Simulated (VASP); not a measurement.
**BN: single point with PBE**

BN:

```
CELL_PARAMETERS angstrom
2.55394 0.00000 0.00000
-1.27697 2.21178 0.00000
0.00000 0.00000 4.22685
ATOMIC_POSITIONS crystal
B 0.66667 0.33333 0.99972
B 0.33333 0.66667 0.49972
N 0.57932 0.26939 0.62528
N 0.33333 0.66667 0.12528
```

This cell differs from its parent crystal: atom 3 (N) moved by (-0.200, +0.000) A along [1 1 0] and z.

```json
{"Program": "VASP 6.6.1", "Task": "single point", "Functional": "PBE", "Potentials or basis": "VASP PAW PBE potentials, release 64 (B, N)", "Cutoff": "520 eV", "k mesh": "12 × 12 × 6", "Occupations": "gaussian, width 0.05 eV", "Spin": "no spin polarisation"}
```

The pressure is 5.2 GPa and the largest force is 4.169 eV/Å. The band gap on the k mesh is 4.32 eV, indirect (least direct gap 7.06 eV).

Forces in eV/Å, atoms in the order of the input:
```
B   -0.627 -0.676 -0.096
B   -1.344 -2.759 -0.868
N    2.022  3.521  0.943
N   -0.051 -0.085  0.021
```

Stress tensor (GPa, compression positive):
```
 2.53 -1.49 -1.00
-1.49 11.48  2.44
-1.00  2.44  1.68
```

Levels at points of the mesh, in eV from the valence-band top:
| k point | band 6 | band 7 | band 8 | band 9 | band 10 | band 11 |
| --- | --- | --- | --- | --- | --- | --- |
| (0.00, 0.00, 0.00) | -1.28 | -0.95 | 0.00 | 7.06 | 7.68 | 8.04 |
| (0.50, 0.00, 0.00) | -6.09 | -4.17 | -3.19 | 5.62 | 5.88 | 9.85 |
| (0.00, 0.50, 0.00) | -5.77 | -5.31 | -2.50 | 5.75 | 7.82 | 9.75 |
| (0.50, 0.50, 0.00) | -5.56 | -5.14 | -2.57 | 5.40 | 7.22 | 9.61 |
| (0.00, 0.00, 0.50) | -1.92 | -1.90 | -0.44 | 6.91 | 8.55 | 8.86 |
| (0.50, 0.00, 0.50) | -4.51 | -4.44 | -4.21 | 5.38 | 5.98 | 8.74 |
| (0.00, 0.50, 0.50) | -4.40 | -4.20 | -3.40 | 5.44 | 5.99 | 8.28 |
| (0.50, 0.50, 0.50) | -4.51 | -4.16 | -3.23 | 5.10 | 5.89 | 8.31 |

Wall time 92 s on 1 thread of AMD EPYC 9R45 96-Core Processor (Zen 5) (shared host), peak memory 0.21 GiB.

Caveat: the cell differs from its parent crystal (atom 3 (N) moved by (-0.200, +0.000) A along [1 1 0] and z); forces of over 1 eV/Å act on the atoms, so gaps and moduli don't describe the material at rest. A k mesh can miss the band edges.
